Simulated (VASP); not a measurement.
# P4C (C2/m) in VASP: single point with PBE

Aim: the single point of P4C with PBE.

Program: VASP 6.6.1. These are calculated values, not measurements. Logs are shortened: lines on timing, memory, paths and dates and some standing lists are left out, and cuts for length are marked.

### 1 The cell of the first run

Symmetry: C2/m, No. 12, monoclinic system. The conventional cell has a = 26.175 Å, b = 3.117 Å, c = 5.543 Å, α = 90.00°, β = 97.87°, γ = 90.00°. P (site symmetry m) has 2 C at 1.90 Å and 1 P at 2.27 Å within 2.5 Å. Within 2.9 Å of P (site symmetry m) lie 3 P at 2.22 to 2.27 Å. P (site symmetry m) has 3 P at 2.22 to 2.27 Å within 2.9 Å. Within 2.9 Å of P (site symmetry m) lie 3 P at 2.22 to 2.27 Å. Within 1.8 Å of C (site symmetry m) lie 1 C at 1.36 Å.

### 2 Single point, PBE

File INCAR:

```
PREC = Accurate
ENCUT = 600
EDIFF = 1E-6
ISMEAR = 0
SIGMA = 0.02
LREAL = False
LASPH = True
NELM = 120
ALGO = Normal
ISIF = 2
LWAVE = False
LCHARG = False
GGA = PE
NBANDS = 35
GGA_COMPAT = False
KPAR = 4
```

File KPOINTS:

```
Automatic mesh
0
Gamma
  10 10 6
```

File POSCAR:

```
P4C
1.0
   13.0825481649     -1.5583052186     -0.3566045947
   13.0825481649      1.5583052186     -0.3566045947
   -0.6090263174      0.0000000000      5.5096635601
P C
8 2
Direct
    0.0470788848      0.0470788848      0.8025772019
    0.9529211152      0.9529211152      0.1974227981
    0.1231071897      0.1231071897      0.0539651603
    0.6578608685      0.6578608685      0.8406640543
    0.7320747282      0.7320747282      0.1045289320
    0.8768928103      0.8768928103      0.9460348397
    0.3421391315      0.3421391315      0.1593359457
    0.2679252718      0.2679252718      0.8954710680
    0.4804711675      0.4804711675      0.0686614666
    0.5195288325      0.5195288325      0.9313385334
```

Potentials or basis: VASP PAW PBE potentials, release 64 (P, C).

On the command line:

```
$ cat potpaw_PBE.64/P/POTCAR potpaw_PBE.64/C/POTCAR > POTCAR
$ mpirun -np 4 vasp_std > vasp.out
```

OUTCAR:

```text
PREC = Accurate
   ENCUT = 600
   EDIFF = 1E-6
   ISMEAR = 0
   LREAL = False
   LASPH = True
   NELM = 120
   ISIF = 2
   GGA = PE

 ion  position               nearest neighbor table
   1  0.047  0.047  0.803-  10 1.90  10 1.90   3 2.27
   2  0.953  0.953  0.197-   9 1.90   9 1.90   6 2.27
   3  0.123  0.123  0.054-   4 2.22   4 2.22   1 2.27
   4  0.658  0.658  0.841-   3 2.22   3 2.22   5 2.27
   5  0.732  0.732  0.105-   8 2.22   8 2.22   4 2.27
   6  0.877  0.877  0.946-   7 2.22   7 2.22   2 2.27
   7  0.342  0.342  0.159-   6 2.22   6 2.22   8 2.27
   8  0.268  0.268  0.895-   5 2.22   5 2.22   7 2.27
   9  0.480  0.480  0.069-  10 1.36   2 1.90   2 1.90
  10  0.520  0.520  0.931-   9 1.36   1 1.90   1 1.90

  LATTYP: Found a base centered monoclinic cell.
 ALAT       =    26.1748148665
 B/A-ratio  =     0.1190690537
 C/A-ratio  =     0.2117769168
 COS(beta)  =    -0.1369108260

  Lattice vectors:

 A1 = (  13.0825481649,  -1.5583052186,  -0.3566045947)
 A2 = (  13.0825481649,   1.5583052186,  -0.3566045947)
 A3 = (  -0.6090263174,   0.0000000000,   5.5096635601)

Analysis of symmetry for initial positions (statically):
=====================================================================
 Subroutine PRICEL returns:
 Original cell was already a primitive cell.

 Routine SETGRP: Setting up the symmetry group for a
 base centered monoclinic supercell.

 Subroutine GETGRP returns: Found  4 space group operations
 (whereof  4 operations were pure point group operations)
 out of a pool of  4 trial point group operations.

The static configuration has the point symmetry C_2h.

Analysis of symmetry for dynamics (positions and initial velocities):
=====================================================================
 Subroutine PRICEL returns:
 Original cell was already a primitive cell.

 Routine SETGRP: Setting up the symmetry group for a
 base centered monoclinic supercell.

 Subroutine GETGRP returns: Found  4 space group operations
 (whereof  4 operations were pure point group operations)
 out of a pool of  4 trial point group operations.

The dynamic configuration has the point symmetry C_2h.

 Subroutine INISYM returns: Found  4 space group operations
 (whereof  4 operations are pure point group operations),
 and found     1 'primitive' translations

[... 115 lines left out ...]
   NFREE  =      0    steps in history (QN), initial steepest desc. (CG)
   ISIF   =      2    stress and relaxation
   ISYM   =      2    0-nonsym 1-usesym 2-fastsym
   POTIM  = 0.5000    time-step for ionic-motion
   TEBEG  =    0.0;   TEEND  =   0.0 temperature during run
   PSTRESS=    0.0 pullay stress
   NELECT =      48.0000    total number of electrons
   NUPDOWN=      -1.0000    fix difference up-down
   EMIN   =  10.00;   EMAX   =-10.00  energy-range for DOS
   EFERMI =   0.00;   METHOD = LEGACY
   ISMEAR =     0;   SIGMA  =   0.02  broadening in eV -4-tet -1-fermi 0-gaus
   EFERMI_NEDOS =   21; number of points for ismear=-14 and -15
   IALGO  =     38    algorithm
   IMIX   =      4    mixing-type and parameters
     AMIX     =   0.40;   BMIX     =  1.00
     AMIX_MAG =   1.60;   BMIX_MAG =  1.00
  volume/ion in A,a.u.               =      22.40       151.14
  Fermi-wavevector in a.u.,A,eV,Ry     =   0.979698  1.851360 13.058976  0.959808
  Thomas-Fermi vector in A             =   2.110571
   LORBIT       =      0    0 simple, 1 ext, 2 COOP (PROOUT), +10 PAW based schemes
   GGA     = PE    functional components
   LHFCALC =     F    Hartree Fock is set to
   AEXX    =    0.0000 exact exchange contribution
   IVDW    =     0    specifies the selected vdW correction
   LEPSILON=     F    determine dielectric tensor
   LRPA    =     F    only Hartree local field effects (RPA)
 non-spin polarized calculation
 Gauss-broadening in eV      SIGMA  =   0.02
  energy-cutoff  :      600.00
  volume of cell :      223.97
 maximum number of plane-waves:      7502
 NGX is ok and might be reduce to   108
   NGX = 53   NGY = 53   NGZ = 23

 number of electron      48.0000001 magnetization

 Free energy of the ion-electron system (eV)
  ---------------------------------------------------
  ext. energy  EPLUGINS =         0.00000000
  ---------------------------------------------------
  free energy    TOTEN  =       -59.34524152 eV

  energy without entropy =      -59.34524152  energy(sigma->0) =      -59.34524152

 E-fermi :   2.7990     XC(G=0):  -8.2806

 val. band max:        2.6686337908   @ k =   0.5000   0.5000   0.5000
 cond. band min:       3.9996798126   @ k =  -0.3000   0.3000   0.0000
 fundamental gap:      1.3310460218
 Fermi energy:         2.7989803381

 k-point     1 :       0.0000    0.0000    0.0000
  band No.  band energies     occupation
      1     -13.2169      2.00000
      2     -11.7472      2.00000
      3     -11.4379      2.00000
      4      -9.8311      2.00000
      5      -9.7983      2.00000
      6      -6.8899      2.00000
[... 901 lines left out ...]
     34       7.6138      0.00000
     35       7.7673      0.00000

 [... further k-points ...]

------------------------ aborting loop because EDIFF is reached ----------------------------------------

  FORCE on cell =-STRESS in cart. coord.  units (eV):
  Direction    XX          YY          ZZ          XY          YZ          ZX
  --------------------------------------------------------------------------------------
  -------------------------------------------------------------------------------------
  Total       -0.3320112     -0.3719012     -0.4077227      0.0000000      0.0000000      0.0007081
  in kB       -2.3750560     -2.6604113     -2.9166616      0.0000000      0.0000000      0.0050652
  external PRESSURE =      -2.6507097 kB  Pullay stress =       0.0000000 kB

 VOLUME and BASIS-vectors are now :
 -----------------------------------------------------------------------------
  energy-cutoff  :      600.00
  volume of cell :      223.97
      direct lattice vectors                 reciprocal lattice vectors
    13.082548165 -1.558305219 -0.356604595     0.038334357 -0.320861404  0.004237397
    13.082548165  1.558305219 -0.356604595     0.038334357  0.320861404  0.004237397
    -0.609026317  0.000000000  5.509663560     0.004962266  0.000000000  0.182047804

 POSITION                                       TOTAL-FORCE (eV/Angst)
 -----------------------------------------------------------------------------------
      0.74303      0.00000      4.38835         0.005153      0.000000      0.049004
     24.81304      0.00000      0.40810        -0.005153      0.000000     -0.049004
      3.18825      0.00000      0.20953         0.012526      0.000000     -0.085636
     16.70101      0.00000      4.16258        -0.012246      0.000000      0.095410
     19.09114      0.00000      0.05380         0.010903      0.000000     -0.094685
     22.36782      0.00000      4.58693        -0.012526      0.000000      0.085636
      8.85506      0.00000      0.63387         0.012246      0.000000     -0.095410
      6.46493      0.00000      4.74266        -0.010903      0.000000      0.094685
     12.52976      0.00000      0.03563        -0.055229      0.000000      0.056141
     13.02631      0.00000      4.76083         0.055229      0.000000     -0.056141
 -----------------------------------------------------------------------------------
    total drift:                                0.000000     -0.000000      0.000000

  FREE ENERGIE OF THE ION-ELECTRON SYSTEM (eV)
  ---------------------------------------------------
  free  energy   TOTEN  =       -59.3452415191 eV

  energy  without entropy=      -59.3452415191  energy(sigma->0) =      -59.34524152
```

OSZICAR:

```text
N       E                     dE             d eps       ncg     rms          rms(c)
DAV:   1     0.225508386246E+03    0.22551E+03   -0.21106E+04 12040   0.129E+03
DAV:   2    -0.397097705780E+02   -0.26522E+03   -0.25107E+03 15356   0.211E+02
DAV:   3    -0.609772599336E+02   -0.21267E+02   -0.20874E+02 15469   0.605E+01
DAV:   4    -0.616345418265E+02   -0.65728E+00   -0.65408E+00 16989   0.118E+01
DAV:   5    -0.616535091894E+02   -0.18967E-01   -0.18952E-01 16313   0.191E+00    0.172E+01
DAV:   6    -0.593981636840E+02    0.22553E+01   -0.50369E+00 15521   0.119E+01    0.973E+00
DAV:   7    -0.593812653508E+02    0.16898E-01   -0.33355E+00 15224   0.737E+00    0.342E+00
DAV:   8    -0.593392213226E+02    0.42044E-01   -0.21613E-01 16015   0.257E+00    0.759E-01
DAV:   9    -0.593443959510E+02   -0.51746E-02   -0.67804E-02 14584   0.118E+00    0.421E-01
DAV:  10    -0.593448799406E+02   -0.48399E-03   -0.56018E-03 16560   0.375E-01    0.175E-01
DAV:  11    -0.593451768324E+02   -0.29689E-03   -0.13640E-03 15184   0.179E-01    0.744E-02
DAV:  12    -0.593452242900E+02   -0.47458E-04   -0.13696E-04 16368   0.513E-02    0.316E-02
DAV:  13    -0.593452367398E+02   -0.12450E-04   -0.52809E-05 15848   0.336E-02    0.877E-03
DAV:  14    -0.593452416887E+02   -0.49488E-05   -0.12234E-05 15016   0.164E-02    0.814E-03
DAV:  15    -0.593452415191E+02    0.16957E-06   -0.10439E-06  9768   0.491E-03
   1 F= -.59345242E+02 E0= -.59345242E+02  d E =-.672064E-23
```

stdout:

```text
POSCAR found type information on POSCAR P C
 POSCAR found :  2 types and      10 ions
 scaLAPACK will be used
 LDA part: xc-table for (Slater+PW92), standard interpolation
 POSCAR, INCAR and KPOINTS ok, starting setup
 FFT: planning ... GRIDC
 FFT: planning ... GRID_SOFT
 FFT: planning ... GRID
 WAVECAR not read
 entering main loop
```

Run time: 32 min. Hardware: 4 MPI ranks of Intel Xeon Platinum 8259CL at 2.50GHz (Skylake/Cascade Lake), shared host; peak memory 1.8 GiB.

Results:

- Free energy: -59.3452 eV
- Pressure: -0.3 GPa
- Largest force: 0.096 eV/Å
- Band gap on the k mesh: 1.33 eV (least direct gap 1.62 eV)

Forces in eV/Å, atoms in the order of the input:
```
P    0.005  0.000  0.049
P   -0.005  0.000 -0.049
P    0.013  0.000 -0.086
P   -0.012  0.000  0.095
P    0.011  0.000 -0.095
P   -0.013  0.000  0.086
P    0.012  0.000 -0.095
P   -0.011  0.000  0.095
C   -0.055  0.000  0.056
C    0.055  0.000 -0.056
```

Levels at points of the mesh, in eV from the valence-band top:
```tsv
k point	band 22	band 23	band 24	band 25	band 26	band 27
(0.00, 0.00, 0.00)	-1.00	-0.60	-0.07	1.60	2.35	2.47
(0.50, 0.00, 0.00)	-1.27	-1.08	-0.28	1.40	2.12	2.44
(0.50, 0.50, 0.00)	-0.78	-0.19	-0.12	1.51	2.19	2.24
(0.00, 0.00, 0.50)	-0.24	-0.14	-0.06	1.77	2.42	2.71
(0.50, 0.00, 0.50)	-1.41	-0.76	-0.73	1.61	2.19	2.68
(0.50, 0.50, 0.50)	-0.26	-0.18	0.00	1.70	2.37	2.60
```

Caveat: this functional lacks dispersion, which binds layers or chains, so the pressure and a relaxed spacing across them are unreliable.
